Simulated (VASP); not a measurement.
Set up this calculation in VASP 6.6.1, as the native input.

```yaml
Task: single point
Functional: LDA
Potentials_or_basis: VASP PAW LDA potentials, release 64 (Ca_sv, O)
Cutoff: 520 eV
k_mesh: 8 × 8 × 8
Occupations: gaussian, width 0.01 eV
Spin: no spin polarisation
Dipole_correction: no
Further_INCAR_settings: ALGO = Normal; EDIFF = 1e-07; NBANDS = 15
```

The structure of CaO lies in POSCAR:

```
CaO
1.0
    0.0000000000      2.3539498109      2.3539498109
    2.3539498109      0.0000000000      2.3539498109
    2.3539498109      2.3539498109      0.0000000000
Ca O
1 1
Direct
   -0.0021240895     -0.0021240895     -0.0021240895
    0.5000000000      0.5000000000      0.5000000000
```

This cell differs from its parent crystal: atom 1 moved by [-0.01, -0.01, -0.01] A.

The input as run:

INCAR

```
ALGO = Normal
EDIFF = 1E-7
ENCUT = 520
GGA = CA
ISIF = 2
ISMEAR = 0
LASPH = True
LCHARG = False
LREAL = False
LWAVE = False
NBANDS = 15
NELM = 60
PREC = Accurate
SIGMA = 0.01
```

KPOINTS

```
k-points
0
Gamma
  8 8 8
```

Potentials or basis: VASP PAW LDA potentials, release 64 (Ca_sv, O).

Launch:

```sh
$ cat potpaw_LDA.64/Ca_sv/POTCAR potpaw_LDA.64/O/POTCAR > POTCAR
$ mpirun -np 1 vasp_std > vasp.out
```

Results of the run:

The pressure is 1.0 GPa. The largest force is 0.065 eV/Å and the band gap on the k mesh is 3.42 eV, indirect (least direct gap 3.78 eV).

Caveat: the cell differs from its parent crystal (atom 1 moved by [-0.01, -0.01, -0.01] A).

It took 12 s on 1 thread of Intel(R) Xeon(R) 6975P-C (Granite Rapids) (shared host), peak memory 0.15 GiB.
